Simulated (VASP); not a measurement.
**LiF: single point with PBEsol**

LiF:

```
Li F
1.0
     0.00000    2.01400    2.01400
     2.01400    0.00000    2.01400
     2.01400    2.01400    0.00000
Li F
1 1
Direct
  0.00000 0.00000 0.00000
  0.50000 0.50000 0.50000
```

```
Program                : VASP 6.6.1
Task                   : single point
Functional             : PBEsol
Potentials or basis    : VASP PAW PBE potentials, release 64 (Li_sv, F)
Cutoff                 : 520 eV
k mesh                 : 10 × 10 × 10
Occupations            : fermi-dirac, width 0.03 eV
Spin                   : no spin polarisation
Dipole correction      : no
Further INCAR settings : ALGO = Normal; EDIFF = 1e-06; NBANDS = 12
```

```yaml
Band_gap_on_the_k_mesh: 8.92 eV, direct
```

Levels at points of the mesh, in eV from the valence-band top:
```
           k point  band 1  band 2  band 3  band 4  band 5  band 6  band 7  band 8  band 9  band 10
(0.00, 0.00, 0.00)  -40.21  -19.86    0.00    0.00    0.00    8.92   23.83   23.83   23.83    24.11
(0.50, 0.00, 0.00)  -40.14  -19.42   -2.56   -0.23   -0.23   10.57   16.56   18.74   18.74    30.20
(0.50, 0.50, 0.00)  -40.13  -19.15   -3.06   -1.01   -1.01   14.63   16.19   17.33   20.08    20.08
```

It took 8.9 s on 1 thread of Intel Xeon 8259CL, on a shared host, peak memory 0.13 GiB.

 A k mesh can miss the band edges.
